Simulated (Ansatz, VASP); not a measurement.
**BiTe in VASP and in Ansatz**

```
Bi Te
1.0
    -2.42229   -1.39851   -3.31334
    -2.42229    4.19554    0.00000
     4.84459    2.79703   -3.31334
Bi Te
2 2
Cartesian
  2.4276 4.1996 -5.2041
  -0.0053 -0.0041 -4.7360
  0.2377 2.9329 -3.2077
  2.1846 1.2626 -6.7323
```

Alike in both runs: functional PBE; k mesh 8 × 8 × 6; occupations gaussian, width 0.15 eV; no spin polarisation.

Ansatz relaxed the structure, and its values are those at the end. VASP's run is a single point on that final structure, the one shown.

|  | VASP | Ansatz |
| --- | --- | --- |
| version | VASP 6.6.1 | Ansatz 0.2.0 |
| potentials or method | VASP PAW PBE potentials, release 64 (Bi_d, Te), cutoff 520 eV | scalar-relativistic, plane waves, PAW |
| valence electrons in the cell | 42 | 62 |

VASP gave:

* gap on the k mesh at the Fermi level (eV): none
* pressure (GPa): -0.4

Q: Which values does Ansatz return?

A: gap on the k mesh at the Fermi level (eV): none; pressure (GPa): -0.3.

A gap of «none» marks a metal or a gap that the smearing closes. VASP's potentials hold 42 valence electrons a cell and Ansatz's 62, so a difference there can come from the potentials and not from the codes. Ansatz's warnings: stress scf threshold loose.

Neither program's run includes spin-orbit coupling.
